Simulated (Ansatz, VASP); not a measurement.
**V in VASP and in Ansatz**

Contents of INCAR:

```
ALGO     = Fast           # electronic algorithm
EDIFF    = 1E-6           # SCF threshold, eV
ENCUT    = 520            # plane-wave cutoff, eV
GGA      = PS             # functional
ISIF     = 2              # what is computed and relaxed
ISMEAR   = 0              # smearing method
ISPIN    = 2              # spin polarisation
LASPH    = T              # aspherical terms in the spheres
LCHARG   = F              # write CHGCAR
LMAXMIX  = 4              # l up to which the mixer works
LORBIT   = 11             # projections on sites
LREAL    = F              # projectors in reciprocal space
LWAVE    = F              # write WAVECAR
MAGMOM   = 2              # initial moments
NBANDS   = 16             # bands
NELM     = 150            # most SCF steps
PREC     = Accurate       # precision mode
SIGMA    = 0.1            # smearing width, eV
```

File KPOINTS:

```
k-points
0
Gamma
  8 8 8
```

POSCAR

```
V
1.0
   -1.5161409175      1.5161409175      1.5161409175
    1.5161409175     -1.5161409175      1.5161409175
    1.5161409175      1.5161409175     -1.5161409175
V
1
Direct
    0.0000000000      0.0000000000      0.0000000000
```

Input for Ansatz:

```yaml
crystal:
  lattice:
    - [-1.5161409175, 1.5161409175, 1.5161409175]
    - [1.5161409175, -1.5161409175, 1.5161409175]
    - [1.5161409175, 1.5161409175, -1.5161409175]
  atoms:
    - { symbol: V, position: [0.0, 0.0, 0.0], spin: 2.0 }
basis:
  ecutwfc: 420
kpoints:
  mp_grid: { grid: [8, 8, 8] }
hamiltonian:
  xc: pbesol
scf:
  occupations: { method: gaussian, width: 0.1 }
  lower_state_search: "off"
output:
  forces: true
  stress: true
  eigenvalues: true
  populations: true
magnetization:
  spin_polarized: true
```

Alike in both runs: task single point; functional PBEsol; k mesh 8 × 8 × 8; occupations gaussian, width 0.1 eV; collinear spin.

|  | VASP | Ansatz |
| --- | --- | --- |
| version | VASP 6.6.1 | Ansatz 0.2.0 |
| potentials or method | VASP PAW PBE potentials, release 64 (V_sv), cutoff 520 eV | scalar-relativistic, plane waves, PAW |
| valence electrons in the cell | 13 | 13 |

Ansatz gave:

* gap on the k mesh at the Fermi level (eV): none
* pressure (GPa): -13.7
* net moment per atom (μB): 0.00

Problem. Estimate VASP's values.

Solution. gap on the k mesh at the Fermi level (eV): none; pressure (GPa): -13.5; net moment per atom (μB): 0.01.

VASP's potentials were made for PBE, not for PBEsol. A gap of «none» marks a metal or a gap that the smearing closes. The functional is the same, so the differences come from potentials, cutoffs and numerics. Ansatz's warnings: seeded moment not kept.

The k mesh is coarse, so the values compare programs but aren't converged.
